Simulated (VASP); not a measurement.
# C (Fd-3m) in VASP: a series of runs

The runs below take C through single point, with BLYP.

Everything below comes from runs of VASP 6.6.1. Logs are shortened: lines on timing, memory, paths and dates and some standing lists are left out, and cuts for length are marked.

**1. The cell of the first run**

It takes space group Fd-3m (No. 227, cubic). Conventional cell: a = 3.597 Å, b = 3.597 Å, c = 3.597 Å, α = 90.00°, β = 90.00°, γ = 90.00°. C (site symmetry -43m) has 4 C at 1.56 Å within 2.1 Å.

**2. Single point, BLYP**

File INCAR:

```
PREC     = Accurate       # precision mode
ENCUT    = 520            # plane-wave cutoff, eV
EDIFF    = 1E-6           # SCF threshold, eV
ISMEAR   = -1             # smearing method
SIGMA    = 0.05           # smearing width, eV
LREAL    = F              # projectors in reciprocal space
LASPH    = T              # aspherical terms in the spheres
NELM     = 100            # most SCF steps
ALGO     = Normal         # electronic algorithm
ISIF     = 2              # what is computed and relaxed
LWAVE    = F              # write WAVECAR
LCHARG   = F              # write CHGCAR
GGA      = B5             # functional
ALDAX    = 1.0          
AGGAX    = 1.0          
AGGAC    = 1.0          
ALDAC    = 0.0          
NBANDS   = 11             # bands
```

File KPOINTS:

```
Automatic mesh
0
Gamma
  13 13 13
```

File POSCAR:

```
C
1.0
    0.0000000000      1.7987273401      1.7987273401
    1.7987273401      0.0000000000      1.7987273401
    1.7987273401      1.7987273401      0.0000000000
C
2
Direct
    0.5000000000      0.5000000000      0.5000000000
    0.7500000000      0.7500000000      0.7500000000
```

Potentials or basis: VASP PAW PBE potentials, release 64 (C).

Run with:

```console
> cat potpaw_PBE.64/C/POTCAR > POTCAR
> mpirun -np 1 vasp_std > vasp.out
```

OUTCAR:

```text
PREC = Accurate
   ENCUT = 520
   EDIFF = 1E-6
   ISMEAR = -1
   LREAL = F
   LASPH = T
   NELM = 100
   ISIF = 2
   GGA = B5

 ion  position               nearest neighbor table
   1  0.500  0.500  0.500-   2 1.56   2 1.56   2 1.56   2 1.56
   2  0.750  0.750  0.750-   1 1.56   1 1.56   1 1.56   1 1.56

  LATTYP: Found a face centered cubic cell.
 ALAT       =     3.5974546802

  Lattice vectors:

 A1 = (   0.0000000000,   1.7987273401,   1.7987273401)
 A2 = (   1.7987273401,   0.0000000000,   1.7987273401)
 A3 = (   1.7987273401,   1.7987273401,   0.0000000000)

Analysis of symmetry for initial positions (statically):
=====================================================================
 Subroutine PRICEL returns:
 Original cell was already a primitive cell.

 Routine SETGRP: Setting up the symmetry group for a
 face centered cubic supercell.

 Subroutine GETGRP returns: Found 48 space group operations
 (whereof 24 operations were pure point group operations)
 out of a pool of 48 trial point group operations.

The static configuration has the point symmetry T_d .
 The point group associated with its full space group is O_h .

Analysis of symmetry for dynamics (positions and initial velocities):
=====================================================================
 Subroutine PRICEL returns:
 Original cell was already a primitive cell.

 Routine SETGRP: Setting up the symmetry group for a
 face centered cubic supercell.

 Subroutine GETGRP returns: Found 48 space group operations
 (whereof 24 operations were pure point group operations)
 out of a pool of 48 trial point group operations.

The dynamic configuration has the point symmetry T_d .
 The point group associated with its full space group is O_h .

 Subroutine INISYM returns: Found 48 space group operations
 (whereof 24 operations are pure point group operations),
 and found     1 'primitive' translations

----------------------------------------------------------------------------------------

                                     Primitive cell

  volume of cell :      11.6393

  direct lattice vectors                    reciprocal lattice vectors
     0.000000000  1.798727340  1.798727340    -0.277974315  0.277974315  0.277974315
     1.798727340  0.000000000  1.798727340     0.277974315 -0.277974315  0.277974315
     1.798727340  1.798727340  0.000000000     0.277974315  0.277974315 -0.277974315

  length of vectors
     2.543784599  2.543784599  2.543784599     0.481465637  0.481465637  0.481465637

  position of ions in fractional coordinates (direct lattice)
     0.500000000  0.500000000  0.500000000
     0.750000000  0.750000000  0.750000000

  ion indices of the primitive-cell ions
   primitive index   ion index
                 1           1
                 2           2

----------------------------------------------------------------------------------------

 KPOINTS: Automatic mesh

Automatic generation of k-mesh.
 Grid dimensions read from file:
 generate k-points for:   13   13   13

 Generating k-lattice:

  Cartesian coordinates                     Fractional coordinates (reciprocal lattice)
    -0.021382640  0.021382640  0.021382640     0.076923077  0.000000000  0.000000000
     0.021382640 -0.021382640  0.021382640     0.000000000  0.076923077  0.000000000
     0.021382640  0.021382640 -0.021382640     0.000000000  0.000000000  0.076923077

  Length of vectors
     0.037035818  0.037035818  0.037035818

  Shift w.r.t. Gamma in fractional coordinates (k-lattice)
     0.000000000  0.000000000  0.000000000

 Subroutine IBZKPT returns following result:
 ===========================================

 Found     84 irreducible k-points:

 Following reciprocal coordinates:
            Coordinates               Weight
  0.000000  0.000000  0.000000      1.000000
  0.076923  0.000000  0.000000      8.000000
  0.153846  0.000000  0.000000      8.000000
  0.230769  0.000000  0.000000      8.000000
  0.307692  0.000000  0.000000      8.000000
  0.384615  0.000000  0.000000      8.000000
[... 16 lines left out ...]
  0.384615  0.153846  0.000000     24.000000
  0.461538  0.153846  0.000000     24.000000
 [... further k-points ...]
   k-points           NKPTS =     84   k-points in BZ     NKDIM =     84   number of bands    NBANDS=     11
   number of dos      NEDOS =    301   number of ions     NIONS =      2
   total plane-waves  NPLWV =   8000
   dimension x,y,z NGX =    20 NGY =   20 NGZ =   20
   dimension x,y,z NGXF=    40 NGYF=   40 NGZF=   40
   ions per type =               2
   NGX,Y,Z   is equivalent  to a cutoff of  13.07, 13.07, 13.07 a.u.
   NGXF,Y,Z  is equivalent  to a cutoff of  26.14, 26.14, 26.14 a.u.
 SYSTEM =  unknown system
   PREC   = accura    normal or accurate (medium, high low for compatibility)
   ISTART =      0    job   : 0-new  1-cont  2-samecut
   ICHARG =      2    charge: 1-file 2-atom 10-const
   ISPIN  =      1    spin polarized calculation?
   LNONCOLLINEAR =      F non collinear calculations
   LSORBIT =      F    spin-orbit coupling
   LASPH  =      T    aspherical Exc in radial PAW
   ENCUT  =  520.0 eV  38.22 Ry    6.18 a.u.   4.73  4.73  4.73*2*pi/ulx,y,z
   NELM   =    100;   NELMIN=  2; NELMDL= -5     # of ELM steps
   EDIFF  = 0.1E-05   stopping-criterion for ELM
   LREAL  =      F    real-space projection
   EDIFFG = 0.1E-04   stopping-criterion for IOM
   NSW    =      0    number of steps for IOM
   IBRION =     -1    ionic relax: 0-MD 1-quasi-New 2-CG
   NFREE  =      0    steps in history (QN), initial steepest desc. (CG)
   ISIF   =      2    stress and relaxation
   ISYM   =      2    0-nonsym 1-usesym 2-fastsym
   POTIM  = 0.5000    time-step for ionic-motion
   TEBEG  =    0.0;   TEEND  =   0.0 temperature during run
   PSTRESS=    0.0 pullay stress
   NELECT =       8.0000    total number of electrons
   NUPDOWN=      -1.0000    fix difference up-down
   EMIN   =  10.00;   EMAX   =-10.00  energy-range for DOS
   EFERMI =   0.00;   METHOD = LEGACY
   ISMEAR =    -1;   SIGMA  =   0.05  broadening in eV -4-tet -1-fermi 0-gaus
   EFERMI_NEDOS =   21; number of points for ismear=-14 and -15
   IALGO  =     38    algorithm
   IMIX   =      4    mixing-type and parameters
     AMIX     =   0.40;   BMIX     =  1.00
     AMIX_MAG =   1.60;   BMIX_MAG =  1.00
  volume/ion in A,a.u.               =       5.82        39.27
  Fermi-wavevector in a.u.,A,eV,Ry     =   1.444761  2.730203 28.399927  2.087336
  Thomas-Fermi vector in A             =   2.563020
   LORBIT       =      0    0 simple, 1 ext, 2 COOP (PROOUT), +10 PAW based schemes
   GGA     = B5    functional components
   LHFCALC =     F    Hartree Fock is set to
   AEXX    =    0.0000 exact exchange contribution
   IVDW    =     0    specifies the selected vdW correction
   LEPSILON=     F    determine dielectric tensor
   LRPA    =     F    only Hartree local field effects (RPA)
 non-spin polarized calculation
  energy-cutoff  :      520.00
  volume of cell :       11.64
 maximum number of plane-waves:       331
   NGX =  9   NGY =  9   NGZ =  9

 number of electron       8.0000000 magnetization

 Free energy of the ion-electron system (eV)
  ---------------------------------------------------
  ext. energy  EPLUGINS =         0.00000000
  ---------------------------------------------------
  free energy    TOTEN  =       -16.72978625 eV

  energy without entropy =      -16.72978625  energy(sigma->0) =      -16.72978625

 E-fermi :  10.5653     XC(G=0): -12.4208

 val. band max:        9.6456707663   @ k =   0.0000   0.0000   0.0000
 cond. band min:      14.0521233107   @ k =   0.3846   0.3846   0.0000
 fundamental gap:      4.4064525445
 Fermi energy:        10.5653156897

 k-point     1 :       0.0000    0.0000    0.0000
  band No.  band energies     occupation
      1     -11.2091      2.00000
      2       9.6457      2.00000
      3       9.6457      2.00000
      4       9.6457      2.00000
      5      15.3127      0.00000
      6      15.3127      0.00000
      7      15.3127      0.00000
      8      22.4895      0.00000
      9      29.1202      0.00000
     10      36.2879      0.00000
     11      36.2879      0.00000

 k-point     2 :       0.0769    0.0000    0.0000
  band No.  band energies     occupation
      1     -11.0494      2.00000
      2       8.6399      2.00000
      3       9.3849      2.00000
      4       9.3849      2.00000
      5      15.6568      0.00000
      6      15.6568      0.00000
      7      15.8964      0.00000
      8      22.6413      0.00000
      9      29.3762      0.00000
     10      34.4330      0.00000
     11      34.4330      0.00000

 k-point     3 :       0.1538    0.0000    0.0000
  band No.  band energies     occupation
      1     -10.5720      2.00000
      2       6.4682      2.00000
      3       8.7893      2.00000
      4       8.7893      2.00000
      5      16.4468      0.00000
      6      16.4468      0.00000
      7      16.8596      0.00000
      8      23.0896      0.00000
      9      29.9459      0.00000
     10      32.8865      0.00000
     11      32.8865      0.00000

 k-point     4 :       0.2308    0.0000    0.0000
  band No.  band energies     occupation
      1      -9.7834      2.00000
      2       3.9603      2.00000
      3       8.1367      2.00000
      4       8.1367      2.00000
      5      17.2642      0.00000
      6      17.2642      0.00000
      7      17.5701      0.00000
      8      23.7627      0.00000
      9      30.3771      0.00000
     10      32.2696      0.00000
     11      32.2696      0.00000
[... 239 lines left out ...]
 k-point    22 :       0.3077    0.1538    0.0000
  band No.  band energies     occupation
      1      -8.8977      2.00000
      2       3.3178      2.00000
      3       6.2572      2.00000
      4       6.7923      2.00000
      5      15.7237      0.00000
      6      19.8174      0.00000
      7      19.9607      0.00000
      8      21.7767      0.00000
      9      30.0631      0.00000
     10      31.2040      0.00000
     11      36.3610      0.00000

 k-point    23 :       0.3846    0.1538    0.0000
  band No.  band energies     occupation
      1      -7.7309      2.00000
      2       0.9854      2.00000
      3       5.9676      2.00000
      4       6.0594      2.00000
      5      16.4206      0.00000
      6      20.1649      0.00000
      7      20.2515      0.00000
      8      22.3323      0.00000
      9      30.7946      0.00000
     10      31.3617      0.00000
     11      36.6515      0.00000

 k-point    24 :       0.4615    0.1538    0.0000
  band No.  band energies     occupation
      1      -6.3491      2.00000
      2      -1.1725      2.00000
      3       5.3945      2.00000
      4       5.9243      2.00000
      5      16.8742      0.00000
      6      20.1622      0.00000
      7      20.3257      0.00000
      8      23.5097      0.00000
      9      30.2005      0.00000
     10      32.6108      0.00000
     11      36.6615      0.00000

 [... further k-points ...]

------------------------ aborting loop because EDIFF is reached ----------------------------------------

  FORCE on cell =-STRESS in cart. coord.  units (eV):
  Direction    XX          YY          ZZ          XY          YZ          ZX
  --------------------------------------------------------------------------------------
  -------------------------------------------------------------------------------------
  Total        0.0489056      0.0489056      0.0489056      0.0000000      0.0000000      0.0000000
  in kB        6.7319893      6.7319893      6.7319893      0.0000000      0.0000000      0.0000000
  external PRESSURE =       6.7319893 kB  Pullay stress =       0.0000000 kB

 VOLUME and BASIS-vectors are now :
 -----------------------------------------------------------------------------
  energy-cutoff  :      520.00
  volume of cell :       11.64
      direct lattice vectors                 reciprocal lattice vectors
     0.000000000  1.798727340  1.798727340    -0.277974315  0.277974315  0.277974315
     1.798727340  0.000000000  1.798727340     0.277974315 -0.277974315  0.277974315
     1.798727340  1.798727340  0.000000000     0.277974315  0.277974315 -0.277974315

 POSITION                                       TOTAL-FORCE (eV/Angst)
 -----------------------------------------------------------------------------------
      1.79873      1.79873      1.79873         0.000000     -0.000000     -0.000000
      2.69809      2.69809      2.69809        -0.000000      0.000000      0.000000
 -----------------------------------------------------------------------------------
    total drift:                               -0.000000     -0.000000     -0.000000

  FREE ENERGIE OF THE ION-ELECTRON SYSTEM (eV)
  ---------------------------------------------------
  free  energy   TOTEN  =       -16.7297862547 eV

  energy  without entropy=      -16.7297862547  energy(sigma->0) =      -16.72978625
```

Run time: 9.4 s. Hardware: 1 thread of AMD EPYC 7R13 (Zen 3), shared host; peak memory 0.09 GiB.

What came out:

```yaml
Free_energy: -16.7298 eV
Pressure: 0.7 GPa
Band_gap_on_the_k_mesh: 4.41 eV, indirect (least direct gap 5.67 eV)
```

Caveat: the PAW data sets were made with another functional, which shifts forces and pressure a little. A k mesh can miss the band edges.

**3. Single point, BLYP (volume scaled by 1.04)**

File INCAR:

```
SYSTEM = C
PREC = Accurate ; ENCUT = 520
EDIFF = 1E-6 ; ISMEAR = -1
SIGMA = 0.05 ; LREAL = .FALSE.
LASPH = .TRUE. ; NELM = 80
ALGO = Normal ; ISIF = 2
LWAVE = .FALSE. ; LCHARG = .FALSE.
GGA = B5 ; ALDAX = 1.0
AGGAX = 1.0 ; AGGAC = 1.0
ALDAC = 0.0 ; NBANDS = 11
```

File KPOINTS:

```
regular mesh
0
G
  13 13 13
  0 0 0
```

File POSCAR:

```
C
1.0
    0.0000000000      1.8223975195      1.8223975195
    1.8223975195      0.0000000000      1.8223975195
    1.8223975195      1.8223975195      0.0000000000
C
2
Direct
    0.5000000000      0.5000000000      0.5000000000
    0.7500000000      0.7500000000      0.7500000000
```

Potentials or basis: VASP PAW PBE potentials, release 64 (C).

Run with:

```console
> cat potpaw_PBE.64/C/POTCAR > POTCAR
> mpirun -np 1 vasp_std > vasp.out
```

Run time: 9.3 s. Hardware: 1 thread of AMD EPYC 7R13 (Zen 3), shared host; peak memory 0.09 GiB.

The run converged. Its results:

| Quantity | Value |
| --- | --- |
| Free energy | -16.7099 eV |
| Pressure | -14.3 GPa |
| Band gap on the k mesh | 4.31 eV, indirect (least direct gap 5.55 eV) |

Levels at points of the mesh, in eV from the valence-band top:
| k point | band 1 | band 2 | band 3 | band 4 | band 5 | band 6 | band 7 | band 8 |
| --- | --- | --- | --- | --- | --- | --- | --- | --- |
| (0.00, 0.00, 0.00) | -20.35 | 0.00 | 0.00 | 0.00 | 5.55 | 5.55 | 5.55 | 11.96 |

Caveat: the PAW data sets were made with another functional, which shifts forces and pressure a little.

(Part 1 of 2 ends here.)
